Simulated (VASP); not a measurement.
# MgAl18 in VASP: further runs, part 2 of 2

VASP 6.6.1. The steps go on from the part before.

### 3 Single point, PBE

File INCAR:

```
SYSTEM = MgAl18
PREC = Accurate
ENCUT = 520
EDIFF = 1E-7
ISMEAR = -1
SIGMA = 0.15
LREAL = Auto
LASPH = .TRUE.
NELM = 80
ALGO = Normal
ISIF = 2
LWAVE = .FALSE.
LCHARG = .TRUE.
GGA = PE
LELF = .TRUE.
LVHAR = .TRUE.
NBANDS = 43
```

File KPOINTS:

```
Automatic mesh
0
G
  3 2 1
  0 0 0
```

File POSCAR:

```
MgAl18
1.0
    5.7275650000      0.0000000000      0.0000000000
    4.2956740000      7.4403250000      0.0000000000
    0.0000000000      0.0000000000     17.6765370000
Al Mg
18 1
Direct
    0.1666665958      0.1111111410      0.0565721668
    0.6666666831      0.1111111410      0.0565721668
    0.1666667458      0.4444444295      0.0565721668
    0.6666666585      0.4444444295      0.0565721668
    0.1666666204      0.7777778524      0.0565721668
    0.6666667077      0.7777778524      0.0565721668
   -0.1654365710      0.2209047320      0.1903854810
    0.3342051698      0.2205875415      0.1904625889
   -0.1669960147      0.5550671510      0.1895766122
    0.3340153156      0.5543417794      0.1884215217
   -0.1668299396      0.8896343910      0.1904602695
    0.3330022374      0.8890735284      0.1904485024
    0.0026211259     -0.0016622930      0.3259678069
    0.4968637539      0.0039974060      0.3248881271
   -0.0019966847      0.3345070276      0.3257968458
    0.5042173714      0.3288122495      0.3234083124
    0.0104607670      0.6615954276      0.3209669971
    0.4947222829      0.6606027290      0.3200788707
    0.6789487653      0.7514694587      0.4538867539
```

Potentials or basis: VASP PAW PBE potentials, release 64 (Al, Mg).

The run is started by

```console
cat potpaw_PBE.64/Al/POTCAR potpaw_PBE.64/Mg/POTCAR > POTCAR
mpirun -np 1 vasp_std > vasp.out
```

OUTCAR:

```text
SYSTEM = MgAl18
   PREC = Accurate
   ENCUT = 520
   EDIFF = 1E-7
   ISMEAR = -1
   LREAL = Auto
   LASPH = .TRUE.
   NELM = 80
   ISIF = 2
   GGA = PE

 ion  position               nearest neighbor table
   1  0.167  0.111  0.057-   2 2.86   4 2.86   5 2.86   3 2.86   6 2.86   2 2.86   7 2.88   8 2.88
                            12 2.89
   2  0.667  0.111  0.057-   1 2.86   4 2.86   3 2.86   5 2.86   6 2.86   1 2.86   7 2.88  11 2.88
                             8 2.88
   3  0.167  0.444  0.057-  10 2.85   4 2.86   2 2.86   1 2.86   5 2.86   6 2.86   4 2.86   9 2.88
                             8 2.89
   4  0.667  0.444  0.057-  10 2.86   3 2.86   2 2.86   1 2.86   5 2.86   3 2.86   6 2.86   9 2.87
                             7 2.89
   5  0.167  0.778  0.057-  10 2.86   6 2.86   2 2.86   1 2.86   3 2.86   4 2.86   6 2.86  12 2.89
                            11 2.89
   6  0.667  0.778  0.057-   5 2.86   2 2.86   1 2.86   3 2.86   5 2.86   4 2.86   9 2.88  12 2.89
                            11 2.89
   7  0.835  0.221  0.190-  11 2.85  12 2.85   8 2.86  10 2.87  16 2.87   9 2.87   8 2.87   1 2.88
                             2 2.88   4 2.89  15 2.91  13 2.91
[... 250 lines left out ...]
  band No.  band energies     occupation
      1      -9.3232      2.00000
      2      -7.6648      2.00000
      3      -6.7052      2.00000
      4      -6.6563      2.00000
      5      -5.2276      2.00000
      6      -5.0589      2.00000
[... 161 lines left out ...]
     39       3.3663      0.00000
     40       3.4045      0.00000
 [bands above 40 left out]

------------------------ aborting loop because EDIFF is reached ----------------------------------------

  FORCE on cell =-STRESS in cart. coord.  units (eV):
  Direction    XX          YY          ZZ          XY          YZ          ZX
  --------------------------------------------------------------------------------------
  -------------------------------------------------------------------------------------
  Total       -6.4346170     -6.8746743     -0.1144188      0.0236938      0.1546463      0.0240986
  in kB      -13.6859253    -14.6218926     -0.2433599      0.0503949      0.3289206      0.0512558
  external PRESSURE =      -9.5170593 kB  Pullay stress =       0.0000000 kB

 VOLUME and BASIS-vectors are now :
 -----------------------------------------------------------------------------
  energy-cutoff  :      520.00
  volume of cell :      753.28
      direct lattice vectors                 reciprocal lattice vectors
     5.727565000  0.000000000  0.000000000     0.174594265 -0.100802054  0.000000000
     4.295674000  7.440325000  0.000000000     0.000000000  0.134402731  0.000000000
     0.000000000  0.000000000 17.676537000     0.000000000  0.000000000  0.056572167

 POSITION                                       TOTAL-FORCE (eV/Angst)
 -----------------------------------------------------------------------------------
      1.43189      0.82670      1.00000        -0.018285     -0.011673      0.017604
      4.29567      0.82670      1.00000         0.019261     -0.035546      0.028109
      2.86378      3.30681      1.00000        -0.031446      0.018296     -0.031993
      5.72757      3.30681      1.00000         0.030680     -0.013646     -0.007077
      4.29567      5.78692      1.00000        -0.026617      0.028209     -0.036556
      7.15946      5.78692      1.00000         0.024369      0.002844      0.029076
[... 11 lines left out ...]
      5.67129      4.91510      5.65789         0.007380     -0.000835      0.012758
      7.11679      5.59118      8.02315         0.004444      0.028356     -0.007250
 -----------------------------------------------------------------------------------
    total drift:                               -0.008142      0.000472     -0.007818

  FREE ENERGIE OF THE ION-ELECTRON SYSTEM (eV)
  ---------------------------------------------------
  free  energy   TOTEN  =       -64.8041602217 eV

  energy  without entropy=      -63.9803426175  energy(sigma->0) =      -64.39225142
```

OSZICAR:

```text
N       E                     dE             d eps       ncg     rms          rms(c)
DAV:   1     0.163747058375E+03    0.16375E+03   -0.17025E+04   344   0.937E+02
DAV:   2    -0.565388526375E+02   -0.22029E+03   -0.21033E+03   453   0.152E+02
DAV:   3    -0.692972769095E+02   -0.12758E+02   -0.12310E+02   424   0.341E+01
[... 15 lines left out ...]
DAV:  19    -0.648041587069E+02   -0.11194E-04   -0.38424E-06   415   0.578E-03    0.857E-04
DAV:  20    -0.648041597379E+02   -0.10310E-05   -0.41052E-07   344   0.208E-03    0.487E-04
DAV:  21    -0.648041600515E+02   -0.31360E-06   -0.20975E-07   309   0.130E-03    0.352E-04
DAV:  22    -0.648041601693E+02   -0.11782E-06   -0.45027E-08   280   0.662E-04    0.138E-04
DAV:  23    -0.648041602217E+02   -0.52352E-07   -0.13464E-08   223   0.420E-04
   1 F= -.64804160E+02 E0= -.64392251E+02  d E =-.823818E+00
```

stdout:

```text
POSCAR found type information on POSCAR AlMg
 POSCAR found :  2 types and      19 ions
 scaLAPACK will be used
 LDA part: xc-table for (Slater+PW92), standard interpolation
 -----------------------------------------------------------------------------
|                                                                             |
|           W    W    AA    RRRRR   N    N  II  N    N   GGGG   !!!           |
|           W    W   A  A   R    R  NN   N  II  NN   N  G    G  !!!           |
|           W    W  A    A  R    R  N N  N  II  N N  N  G       !!!           |
|           W WW W  AAAAAA  RRRRR   N  N N  II  N  N N  G  GGG   !            |
|           WW  WW  A    A  R   R   N   NN  II  N   NN  G    G                |
|           W    W  A    A  R    R  N    N  II  N    N   GGGG   !!!           |
|                                                                             |
|     Your reciprocal lattice and k-lattice belong to different lattice       |
|     classes:                                                                |
|                                                                             |
|        The reciprocal lattice is simple monoclinic,                         |
|        whereas your k-lattice is hexagonal.                                 |
|                                                                             |
|     Results are often still useful ...                                      |
|                                                                             |
 -----------------------------------------------------------------------------

 POSCAR, INCAR and KPOINTS ok, starting setup
 FFT: planning ... GRIDC
 FFT: planning ... GRID_SOFT
 FFT: planning ... GRID
 WAVECAR not read
 entering main loop
```

Run time: 6.3 min. Hardware: 1 thread of Intel Xeon Platinum 8259CL at 2.50GHz (Skylake/Cascade Lake), shared host; peak memory 0.8 GiB.

What came out:

```yaml
Free_energy: -64.8042 eV
Largest_force: 0.053 eV/Å
Band_gap_on_the_k_mesh: zero (band 28 reaches 0.91 eV, above the bottom of band 29 at 0.79 eV)
```

Forces in eV/Å, atoms in the order of the input:
```
Al  -0.018 -0.012  0.018
Al   0.019 -0.036  0.028
Al  -0.031  0.018 -0.032
Al   0.031 -0.014 -0.007
Al  -0.027  0.028 -0.037
Al   0.024  0.003  0.029
Al   0.000 -0.002  0.002
Al  -0.002  0.000  0.002
Al   0.001  0.000  0.006
Al   0.001 -0.001  0.005
Al  -0.001 -0.003  0.004
Al   0.001 -0.001  0.007
Al   0.000 -0.007  0.000
Al  -0.006  0.012 -0.012
Al  -0.002 -0.004 -0.012
Al   0.001  0.000 -0.004
Al  -0.004 -0.011 -0.002
Al   0.007 -0.001  0.013
Mg   0.004  0.028 -0.007
```

Levels at points of the mesh, in eV from the Fermi level:
| k point | band 24 | band 25 | band 26 | band 27 | band 28 | band 29 | band 30 | band 31 | band 32 | band 33 |
| --- | --- | --- | --- | --- | --- | --- | --- | --- | --- | --- |
| (0.00, 0.00, 0.00) | -0.69 | -0.40 | -0.31 | -0.22 | -0.16 | -0.13 | 0.10 | 0.15 | 1.06 | 1.09 |
| (0.00, 0.50, 0.00) | -1.45 | -0.57 | -0.43 | -0.31 | -0.20 | -0.16 | -0.15 | -0.11 | 0.86 | 1.11 |

Caveat: the k points lie up to 0.42 Å⁻¹ apart.
